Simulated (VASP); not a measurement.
# ScBPt3 in VASP: a series of runs

The runs below take ScBPt3 through single point, with PBE.

Program: VASP 6.6.1. These are calculated values, not measurements. Logs are shortened: lines on timing, memory, paths and dates and some standing lists are left out, and cuts for length are marked.

## 1. The cell of the first run

Symmetry: Pm-3m, No. 221, cubic system. Conventional cell: a = 4.262 Å, b = 4.262 Å, c = 4.262 Å, α = 90.00°, β = 90.00°, γ = 90.00°. Within 4.0 Å of Sc (site symmetry m-3m) lie 12 Pt at 3.01 Å and 8 B at 3.69 Å. B (site symmetry m-3m) has 6 Pt at 2.13 Å within 2.8 Å. Pt (site symmetry 4/mmm) has 2 B at 2.13 Å within 2.8 Å.

## 2. Single point, PBE

INCAR

```
SYSTEM = ScBPt3
ALGO = Normal
EDIFF = 1E-6
ENCUT = 520
GGA = PE
ISIF = 2
ISMEAR = -1
LASPH = .TRUE.
LCHARG = .FALSE.
LREAL = .FALSE.
LWAVE = .FALSE.
NBANDS = 30
NELM = 60
PREC = Accurate
SIGMA = 0.1
```

KPOINTS

```
k-points
0
G
  8 8 8
  0 0 0
```

POSCAR

```
ScBPt3
1.0
    4.2621560000      0.0000000000      0.0000000000
    0.0000000000      4.2621560000      0.0000000000
    0.0000000000      0.0000000000      4.2621560000
Sc B Pt
1 1 3
Direct
    0.0000000000      0.0000000000      0.0000000000
    0.5000000000      0.5000000000      0.5000000000
    0.0000000000      0.5000000000      0.5000000000
    0.5000000000      0.5000000000      0.0000000000
    0.5000000000      0.0000000000      0.5000000000
```

Potentials or basis: VASP PAW PBE potentials, release 64 (Sc_sv, B, Pt).

Run with:

```console
cat potpaw_PBE.64/Sc_sv/POTCAR potpaw_PBE.64/B/POTCAR potpaw_PBE.64/Pt/POTCAR > POTCAR
mpirun -np 1 vasp_std > vasp.out
```

OUTCAR:

```text
SYSTEM = ScBPt3
   EDIFF = 1E-6
   ENCUT = 520
   GGA = PE
   ISIF = 2
   ISMEAR = -1
   LASPH = .TRUE.
   LREAL = .FALSE.
   NELM = 60
   PREC = Accurate

 ion  position               nearest neighbor table
   1  0.000  0.000  0.000-   3 3.01   4 3.01   5 3.01   3 3.01   5 3.01   3 3.01   4 3.01   3 3.01
                             4 3.01   5 3.01   5 3.01   4 3.01
   2  0.500  0.500  0.500-   3 2.13   4 2.13   5 2.13   4 2.13   5 2.13   3 2.13
   3  0.000  0.500  0.500-   2 2.13   2 2.13   4 3.01   5 3.01   1 3.01   4 3.01   1 3.01   5 3.01
                             1 3.01   1 3.01   4 3.01   5 3.01   4 3.01   5 3.01
   4  0.500  0.500  0.000-   2 2.13   2 2.13   3 3.01   5 3.01   1 3.01   3 3.01   5 3.01   1 3.01
                             5 3.01   5 3.01   1 3.01   3 3.01   3 3.01   1 3.01
   5  0.500  0.000  0.500-   2 2.13   2 2.13   3 3.01   4 3.01   1 3.01   4 3.01   1 3.01   3 3.01
                             4 3.01   4 3.01   1 3.01   3 3.01   1 3.01   3 3.01

  LATTYP: Found a simple cubic cell.
 ALAT       =     4.2621560000

  Lattice vectors:

 A1 = (   4.2621560000,   0.0000000000,   0.0000000000)
 A2 = (   0.0000000000,   4.2621560000,   0.0000000000)
 A3 = (   0.0000000000,   0.0000000000,   4.2621560000)

Analysis of symmetry for initial positions (statically):
=====================================================================
 Subroutine PRICEL returns:
 Original cell was already a primitive cell.

 Routine SETGRP: Setting up the symmetry group for a
 simple cubic supercell.

 Subroutine GETGRP returns: Found 48 space group operations
 (whereof 48 operations were pure point group operations)
 out of a pool of 48 trial point group operations.

The static configuration has the point symmetry O_h .

Analysis of symmetry for dynamics (positions and initial velocities):
=====================================================================
 Subroutine PRICEL returns:
 Original cell was already a primitive cell.

 Routine SETGRP: Setting up the symmetry group for a
 simple cubic supercell.

 Subroutine GETGRP returns: Found 48 space group operations
 (whereof 48 operations were pure point group operations)
 out of a pool of 48 trial point group operations.

The dynamic configuration has the point symmetry O_h .

 Subroutine INISYM returns: Found 48 space group operations
 (whereof 48 operations are pure point group operations),
 and found     1 'primitive' translations

----------------------------------------------------------------------------------------

                                     Primitive cell

  volume of cell :      77.4262

  direct lattice vectors                    reciprocal lattice vectors
     4.262156000  0.000000000  0.000000000     0.234623041  0.000000000  0.000000000
     0.000000000  4.262156000  0.000000000     0.000000000  0.234623041  0.000000000
     0.000000000  0.000000000  4.262156000     0.000000000  0.000000000  0.234623041

  length of vectors
     4.262156000  4.262156000  4.262156000     0.234623041  0.234623041  0.234623041

  position of ions in fractional coordinates (direct lattice)
     0.000000000  0.000000000  0.000000000
     0.500000000  0.500000000  0.500000000
     0.000000000  0.500000000  0.500000000
     0.500000000  0.500000000  0.000000000
     0.500000000  0.000000000  0.500000000

  ion indices of the primitive-cell ions
   primitive index   ion index
                 1           1
                 2           2
                 3           3
                 4           4
                 5           5

----------------------------------------------------------------------------------------

 KPOINTS: k-points

Automatic generation of k-mesh.
 Grid dimensions read from file:
 generate k-points for:    8    8    8

 Generating k-lattice:

  Cartesian coordinates                     Fractional coordinates (reciprocal lattice)
     0.029327880  0.000000000  0.000000000     0.125000000  0.000000000  0.000000000
     0.000000000  0.029327880  0.000000000     0.000000000  0.125000000  0.000000000
     0.000000000  0.000000000  0.029327880     0.000000000  0.000000000  0.125000000

  Length of vectors
     0.029327880  0.029327880  0.029327880

  Shift w.r.t. Gamma in fractional coordinates (k-lattice)
     0.000000000  0.000000000  0.000000000

 Subroutine IBZKPT returns following result:
 ===========================================

 Found     35 irreducible k-points:

 Following reciprocal coordinates:
            Coordinates               Weight
  0.000000  0.000000  0.000000      1.000000
  0.125000  0.000000  0.000000      6.000000
  0.250000  0.000000  0.000000      6.000000
  0.375000  0.000000  0.000000      6.000000
  0.500000  0.000000  0.000000      3.000000
  0.125000  0.125000  0.000000     12.000000
[... 16 lines left out ...]
  0.375000  0.375000  0.125000     24.000000
  0.500000  0.375000  0.125000     24.000000
 [... further k-points ...]
   k-points           NKPTS =     35   k-points in BZ     NKDIM =     35   number of bands    NBANDS=     30
   number of dos      NEDOS =    301   number of ions     NIONS =      5
   total plane-waves  NPLWV =  32768
   dimension x,y,z NGX =    32 NGY =   32 NGZ =   32
   dimension x,y,z NGXF=    64 NGYF=   64 NGZF=   64
   ions per type =               1   1   3
   NGX,Y,Z   is equivalent  to a cutoff of  12.48, 12.48, 12.48 a.u.
   NGXF,Y,Z  is equivalent  to a cutoff of  24.96, 24.96, 24.96 a.u.
 SYSTEM =  ScBPt3
   PREC   = accura    normal or accurate (medium, high low for compatibility)
   ISTART =      0    job   : 0-new  1-cont  2-samecut
   ICHARG =      2    charge: 1-file 2-atom 10-const
   ISPIN  =      1    spin polarized calculation?
   LNONCOLLINEAR =      F non collinear calculations
   LSORBIT =      F    spin-orbit coupling
   LASPH  =      T    aspherical Exc in radial PAW
   ENCUT  =  520.0 eV  38.22 Ry    6.18 a.u.   7.92  7.92  7.92*2*pi/ulx,y,z
   NELM   =     60;   NELMIN=  2; NELMDL= -5     # of ELM steps
   EDIFF  = 0.1E-05   stopping-criterion for ELM
   LREAL  =      F    real-space projection
   EDIFFG = 0.1E-04   stopping-criterion for IOM
   NSW    =      0    number of steps for IOM
   IBRION =     -1    ionic relax: 0-MD 1-quasi-New 2-CG
   NFREE  =      0    steps in history (QN), initial steepest desc. (CG)
   ISIF   =      2    stress and relaxation
   ISYM   =      2    0-nonsym 1-usesym 2-fastsym
   POTIM  = 0.5000    time-step for ionic-motion
   TEBEG  =    0.0;   TEEND  =   0.0 temperature during run
   PSTRESS=    0.0 pullay stress
   NELECT =      44.0000    total number of electrons
   NUPDOWN=      -1.0000    fix difference up-down
   EMIN   =  10.00;   EMAX   =-10.00  energy-range for DOS
   EFERMI =   0.00;   METHOD = LEGACY
   ISMEAR =    -1;   SIGMA  =   0.10  broadening in eV -4-tet -1-fermi 0-gaus
   EFERMI_NEDOS =   21; number of points for ismear=-14 and -15
   IALGO  =     38    algorithm
   IMIX   =      4    mixing-type and parameters
     AMIX     =   0.40;   BMIX     =  1.00
     AMIX_MAG =   1.60;   BMIX_MAG =  1.00
  volume/ion in A,a.u.               =      15.49       104.50
  Fermi-wavevector in a.u.,A,eV,Ry     =   1.356010  2.562488 25.017909  1.838764
  Thomas-Fermi vector in A             =   2.483050
   LORBIT       =      0    0 simple, 1 ext, 2 COOP (PROOUT), +10 PAW based schemes
   GGA     = PE    functional components
   LHFCALC =     F    Hartree Fock is set to
   AEXX    =    0.0000 exact exchange contribution
   IVDW    =     0    specifies the selected vdW correction
   LEPSILON=     F    determine dielectric tensor
   LRPA    =     F    only Hartree local field effects (RPA)
 non-spin polarized calculation
  energy-cutoff  :      520.00
  volume of cell :       77.43
 maximum number of plane-waves:      2176
 NGX is ok and might be reduce to    32

 number of electron      44.0000014 magnetization

 Free energy of the ion-electron system (eV)
  ---------------------------------------------------
  ext. energy  EPLUGINS =         0.00000000
  ---------------------------------------------------
  free energy    TOTEN  =       -34.49103041 eV

  energy without entropy =      -34.38057384  energy(sigma->0) =      -34.43580213

 E-fermi :   8.7566     XC(G=0): -12.1647

 val. band max:        8.7337860566   @ k =   0.2500   0.0000   0.0000
 cond. band min:       8.7570528995   @ k =   0.5000   0.1250   0.0000
 fundamental gap:      0.0232668429
 Fermi energy:         8.7565933569

 k-point     1 :       0.0000    0.0000    0.0000
  band No.  band energies     occupation
      1     -42.0282      2.00000
      2     -20.5990      2.00000
      3     -20.5990      2.00000
      4     -20.5990      2.00000
      5      -3.2727      2.00000
      6       1.6815      2.00000
[... 22 lines left out ...]
     29      13.7146      0.00000
     30      13.7146      0.00000

 k-point     2 :       0.1250    0.0000    0.0000
  band No.  band energies     occupation
      1     -42.0280      2.00000
      2     -20.6015      2.00000
      3     -20.5992      2.00000
      4     -20.5992      2.00000
      5      -3.1479      2.00000
      6       1.8023      2.00000
[... 22 lines left out ...]
     29      13.2678      0.00000
     30      13.5844      0.00000

 k-point     3 :       0.2500    0.0000    0.0000
  band No.  band energies     occupation
      1     -42.0278      2.00000
      2     -20.6077      2.00000
      3     -20.5998      2.00000
      4     -20.5998      2.00000
      5      -2.8019      2.00000
      6       2.1180      2.00000
[... 22 lines left out ...]
     29      12.8979      0.00000
     30      13.3865      0.00000

 k-point     4 :       0.3750    0.0000    0.0000
  band No.  band energies     occupation
      1     -42.0275      2.00000
      2     -20.6139      2.00000
      3     -20.6003      2.00000
      4     -20.6003      2.00000
      5      -2.3542      2.00000
      6       2.0169      2.00000
[... 616 lines left out ...]
     29      12.3282      0.00000
     30      14.1261      0.00000

 k-point    23 :       0.3750    0.3750    0.1250
  band No.  band energies     occupation
      1     -42.0270      2.00000
      2     -20.6116      2.00000
      3     -20.6101      2.00000
      4     -20.6026      2.00000
      5      -1.2810      2.00000
      6       1.4207      2.00000
[... 22 lines left out ...]
     29      11.7807      0.00000
     30      14.4176      0.00000

 k-point    24 :       0.5000    0.3750    0.1250
  band No.  band energies     occupation
      1     -42.0269      2.00000
      2     -20.6125      2.00000
      3     -20.6104      2.00000
      4     -20.6028      2.00000
      5      -0.9870      2.00000
      6       1.0929      2.00000
[... 22 lines left out ...]
     29      11.6913      0.00000
     30      14.4797      0.00000

 [... further k-points ...]

------------------------ aborting loop because EDIFF is reached ----------------------------------------

  FORCE on cell =-STRESS in cart. coord.  units (eV):
  Direction    XX          YY          ZZ          XY          YZ          ZX
  --------------------------------------------------------------------------------------
  -------------------------------------------------------------------------------------
  Total       -0.4445673     -0.4445673     -0.4445673     -0.0000000      0.0000000     -0.0000000
  in kB       -9.1994112     -9.1994112     -9.1994112     -0.0000000      0.0000000     -0.0000000
  external PRESSURE =      -9.1994112 kB  Pullay stress =       0.0000000 kB

 VOLUME and BASIS-vectors are now :
 -----------------------------------------------------------------------------
  energy-cutoff  :      520.00
  volume of cell :       77.43
      direct lattice vectors                 reciprocal lattice vectors
     4.262156000  0.000000000  0.000000000     0.234623041  0.000000000  0.000000000
     0.000000000  4.262156000  0.000000000     0.000000000  0.234623041  0.000000000
     0.000000000  0.000000000  4.262156000     0.000000000  0.000000000  0.234623041

 POSITION                                       TOTAL-FORCE (eV/Angst)
 -----------------------------------------------------------------------------------
      0.00000      0.00000      0.00000         0.000000      0.000000      0.000000
      2.13108      2.13108      2.13108         0.000000      0.000000      0.000000
      0.00000      2.13108      2.13108         0.000000      0.000000      0.000000
      2.13108      2.13108      0.00000         0.000000      0.000000      0.000000
      2.13108      0.00000      2.13108         0.000000      0.000000      0.000000
 -----------------------------------------------------------------------------------
    total drift:                                0.000000     -0.000000     -0.000000

  FREE ENERGIE OF THE ION-ELECTRON SYSTEM (eV)
  ---------------------------------------------------
  free  energy   TOTEN  =       -34.4910304133 eV

  energy  without entropy=      -34.3805738376  energy(sigma->0) =      -34.43580213
```

Run time: 25 s. Hardware: 1 thread of Intel Xeon 6975P-C (Granite Rapids), shared host; peak memory 0.22 GiB.

Results:

```yaml
Free_energy: -34.4910 eV
Pressure: -0.9 GPa
Band_gap_on_the_k_mesh: zero (bands 22 and 23 overlap by 1.34 eV)
```

Caveat: spin-orbit coupling is left out, which moves the levels of the heavy elements.

## 3. Single point, PBE

This run uses another cell than the first one, of the same volume but with other edges.

INCAR

```
ALGO = Normal ; EDIFF = 1E-6
ENCUT = 520 ; GGA = PE
ISIF = 2 ; ISMEAR = -1
LASPH = True ; LCHARG = True
LELF = True ; LREAL = False
LVHAR = True ; LWAVE = False
NBANDS = 30 ; NELM = 100
PREC = Accurate ; SIGMA = 0.1
```

KPOINTS

```
k-points
0
Gamma
  8 8 8
```

Edit POSCAR of step 2 so:

```diff
@@ -2,5 +2,5 @@
 1.0
-    4.2621560000      0.0000000000      0.0000000000
-    0.0000000000      4.2621560000      0.0000000000
-    0.0000000000      0.0000000000      4.2621560000
+    4.2195344400      0.0000000000      0.0000000000
+    0.0000000000      4.2195344400      0.0000000000
+    0.0000000000      0.0000000000      4.3486950311
 Sc B Pt
```

Potentials or basis: VASP PAW PBE potentials, release 64 (Sc_sv, B, Pt).

Run with:

```console
cat potpaw_PBE.64/Sc_sv/POTCAR potpaw_PBE.64/B/POTCAR potpaw_PBE.64/Pt/POTCAR > POTCAR
mpirun -np 1 vasp_std > vasp.out
```

OUTCAR:

```text
EDIFF = 1E-6
   ENCUT = 520
   GGA = PE
   ISIF = 2
   ISMEAR = -1
   LASPH = True
   LREAL = False
   NELM = 100
   PREC = Accurate

 ion  position               nearest neighbor table
   1  0.000  0.000  0.000-   4 2.98   4 2.98   4 2.98   4 2.98   5 3.03   3 3.03   3 3.03   3 3.03
                             5 3.03   5 3.03   5 3.03   3 3.03
   2  0.500  0.500  0.500-   3 2.11   5 2.11   5 2.11   3 2.11   4 2.17   4 2.17
[... 1002 lines left out ...]
  --------------------------------------------------------------------------------------
  -------------------------------------------------------------------------------------
  Total        0.3156183      0.3156183     -1.7487815      0.0000000      0.0000000      0.0000000
  in kB        6.5310765      6.5310765    -36.1874604      0.0000000      0.0000000      0.0000000
  external PRESSURE =      -7.7084358 kB  Pullay stress =       0.0000000 kB

 VOLUME and BASIS-vectors are now :
 -----------------------------------------------------------------------------
  energy-cutoff  :      520.00
  volume of cell :       77.43
      direct lattice vectors                 reciprocal lattice vectors
     4.219534440  0.000000000  0.000000000     0.236992970  0.000000000  0.000000000
     0.000000000  4.219534440  0.000000000     0.000000000  0.236992970  0.000000000
     0.000000000  0.000000000  4.348695031     0.000000000  0.000000000  0.229954042

 POSITION                                       TOTAL-FORCE (eV/Angst)
 -----------------------------------------------------------------------------------
      0.00000      0.00000      0.00000         0.000000      0.000000      0.000000
      2.10977      2.10977      2.17435         0.000000      0.000000      0.000000
      0.00000      2.10977      2.17435         0.000000      0.000000      0.000000
      2.10977      2.10977      0.00000         0.000000      0.000000      0.000000
      2.10977      0.00000      2.17435         0.000000      0.000000      0.000000
 -----------------------------------------------------------------------------------
    total drift:                                0.000000     -0.000000     -0.000000

  FREE ENERGIE OF THE ION-ELECTRON SYSTEM (eV)
  ---------------------------------------------------
  free  energy   TOTEN  =       -34.4698220864 eV

  energy  without entropy=      -34.3590678735  energy(sigma->0) =      -34.41444498
```

OSZICAR:

```text
N       E                     dE             d eps       ncg     rms          rms(c)
DAV:   1     0.397489768244E+03    0.39749E+03   -0.20083E+04  4508   0.148E+03
DAV:   2     0.209008485170E+01   -0.39540E+03   -0.37905E+03  4532   0.412E+02
DAV:   3    -0.364675824480E+02   -0.38558E+02   -0.35215E+02  6828   0.109E+02
DAV:   4    -0.381857233906E+02   -0.17181E+01   -0.16857E+01  6688   0.255E+01
DAV:   5    -0.382049604251E+02   -0.19237E-01   -0.19207E-01  5416   0.236E+00    0.226E+01
DAV:   6    -0.347103464141E+02    0.34946E+01   -0.92348E+00  6668   0.226E+01    0.843E+00
DAV:   7    -0.345445195033E+02    0.16583E+00   -0.11859E+00  6830   0.799E+00    0.436E+00
DAV:   8    -0.344961184133E+02    0.48401E-01   -0.33175E-01  5750   0.468E+00    0.292E+00
DAV:   9    -0.344730198449E+02    0.23099E-01   -0.98197E-02  5966   0.232E+00    0.516E-01
DAV:  10    -0.344706926074E+02    0.23272E-02   -0.21302E-02  6102   0.750E-01    0.268E-01
DAV:  11    -0.344698996268E+02    0.79298E-03   -0.25296E-03  6584   0.526E-01    0.111E-01
DAV:  12    -0.344698276557E+02    0.71971E-04   -0.44491E-04  5324   0.133E-01    0.349E-02
DAV:  13    -0.344698261614E+02    0.14943E-05   -0.88896E-05  6382   0.109E-01    0.143E-02
DAV:  14    -0.344698222300E+02    0.39314E-05   -0.13216E-05  6392   0.428E-02    0.249E-03
DAV:  15    -0.344698220864E+02    0.14359E-06   -0.31830E-07  2942   0.645E-03
   1 F= -.34469822E+02 E0= -.34414445E+02  d E =-.110754E+00
```

stdout:

```text
POSCAR found type information on POSCAR ScB Pt
 POSCAR found :  3 types and       5 ions
 scaLAPACK will be used
 LDA part: xc-table for (Slater+PW92), standard interpolation
 POSCAR, INCAR and KPOINTS ok, starting setup
 FFT: planning ... GRIDC
 FFT: planning ... GRID_SOFT
 FFT: planning ... GRID
 WAVECAR not read
 entering main loop
```

It took 51 s on 1 thread of Intel Xeon 6975P-C (Granite Rapids), shared host; peak memory 0.29 GiB.

Results:

```yaml
Free_energy: -34.4698 eV
Pressure: -0.8 GPa
Band_gap_on_the_k_mesh: zero (bands 22 and 23 overlap by 1.29 eV)
```

Stress tensor (GPa, compression positive):
```
 0.65  0.00  0.00
 0.00  0.65  0.00
 0.00  0.00 -3.62
```

Caveat: spin-orbit coupling is left out, which moves the levels of the heavy elements.
